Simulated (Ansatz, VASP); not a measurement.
HfO2 in VASP and in Ansatz

POSCAR

```
HfO2
1.0
    0.0000000000      2.5934235503      2.5291823194
    2.5934235503      0.0000000000      2.5291823194
    2.5934235503      2.5934235503      0.0000000000
Hf O
1 2
Direct
    0.0000000000      0.0000000000      0.0000000000
    0.2500000000      0.2500000000      0.2500000000
    0.7500000000      0.7500000000      0.7500000000
```

Contents of INCAR.step1:

```
ALGO = Normal
EDIFF = 1E-4
ENCUT = 520
GGA = PE
ISMEAR = 0
LASPH = True
LCHARG = False
LREAL = False
LWAVE = True
NBANDS = 18
NELM = 80
PREC = Accurate
SIGMA = 0.01
```

The input INCAR.step2:

```
ALGO = Normal
EDIFF = 1E-6
ENCUT = 520
ISIF = 2
ISMEAR = 0
ISTART = 1
LASPH = True
LCHARG = False
LMIXTAU = True
LREAL = False
LWAVE = False
METAGGA = R2SCAN
NBANDS = 18
NELM = 80
PREC = Accurate
SIGMA = 0.01
```

Contents of KPOINTS:

```
k-points
0
Gamma
  8 8 8
```

Input for Ansatz:

```yaml
crystal:
  lattice:
    - [0.0, 2.5934235503, 2.5291823194]
    - [2.5934235503, 0.0, 2.5291823194]
    - [2.5934235503, 2.5934235503, 0.0]
  atoms:
    - { symbol: Hf, position: [0.0, 0.0, 0.0] }
    - { symbol: O, position: [0.25, 0.25, 0.25] }
    - { symbol: O, position: [0.75, 0.75, 0.75] }
kpoints:
  mp_grid: { grid: [8, 8, 8] }
  band_path:
    path:
      - [0.0, 0.0, 0.0]
      - [0.5, 0.0, 0.5]
      - [0.625, 0.25, 0.625]
      - [0.375, 0.375, 0.75]
      - [0.5, 0.5, 0.5]
      - [0.5, 0.25, 0.75]
    npoints: 1
hamiltonian:
  xc: r2scan
scf:
  occupations: { method: fixed }
  n_extra_bands: 4
output:
  forces: true
  stress: true
  eigenvalues: true
```

Change from the starting cell: biaxial_xy strain +2.5%.

Alike in both runs: task single point; functional r2SCAN; k mesh 8 × 8 × 8; no spin polarisation.

|  | VASP | Ansatz |
| --- | --- | --- |
| version | VASP 6.6.1 | Ansatz 0.2.0 |
| potentials or method | VASP PAW PBE potentials, release 64 (Hf_pv, O) | plane waves, PAW |
| plane-wave cutoff (eV) | 520 | 500 |
| occupations | gaussian, width 0.01 eV | fixed |
| valence electrons in the cell | 22 | 38 |

VASP gave:

| Quantity | Value |
| --- | --- |
| gap on the k mesh at the Fermi level (eV) | 3.96 |
| pressure (GPa) | -15.6 |
| traceless stress, the component that is largest in VASP (GPa) | 7.82 |

Q: Estimate Ansatz's values.

A: gap on the k mesh at the Fermi level (eV): 3.96; pressure (GPa): -12.2; traceless stress, the component that is largest in VASP (GPa): 7.70.

VASP's potentials were made for PBE, not for r2SCAN. VASP's potentials hold 22 valence electrons a cell and Ansatz's 38, so a difference there can come from the potentials and not from the codes.

Neither program's run includes spin-orbit coupling.
